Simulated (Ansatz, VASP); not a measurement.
**Two plane-wave programs on NaI3**

```xyz
8
Lattice="7.1653 0.0000 0.0000 -3.5826 6.2053 0.0000 0.0000 0.0000 6.5318" Properties=species:S:1:pos:R:3 pbc="T T T"
I     2.2717    0.0000    1.6329
I     1.1359    1.9674    4.8988
I    -1.1359    1.9674    1.6329
I     4.8935    0.0000    4.8988
I     2.4468    4.2379    1.6329
I    -2.4468    4.2379    4.8988
Na    0.0000    0.0000    0.0000
Na    0.0000    0.0000    3.2659
```

Alike in both runs: task single point; functional PBEsol; k mesh 3 × 3 × 3; occupations fermi-dirac, width 0.0106 eV; no spin polarisation.

|  | VASP | Ansatz |
| --- | --- | --- |
| version | VASP 6.6.1 | Ansatz 0.2.0 |
| potentials or method | VASP PAW PBE potentials, release 64 (I, Na_pv), cutoff 520 eV | PAW plane waves |
| valence electrons in the cell | 56 | 120 |

Ansatz gave:

| Item | Value |
| --- | --- |
| gap on the k mesh at the Fermi level (eV) | none |
| pressure (GPa) | 2.6 |
| traceless stress, the component that is largest in VASP (GPa) | 0.08 |
| rms of the force components (eV/Å) | 0.601 |

Q: What did VASP give for the same quantities?

A: gap on the k mesh at the Fermi level (eV): none; pressure (GPa): 2.6; traceless stress, the component that is largest in VASP (GPa): 0.09; rms of the force components (eV/Å): 0.609.

VASP's potentials were made for PBE, not for PBEsol. Atom by atom the forces differ by 0.008 eV/Å (rms over components). A gap of «none» marks a metal or a gap that the smearing closes. VASP's potentials hold 56 valence electrons a cell and Ansatz's 120, so a difference there can come from the potentials and not from the codes. Ansatz's warnings: structure snapped to symmetry.

Neither program's run includes spin-orbit coupling.
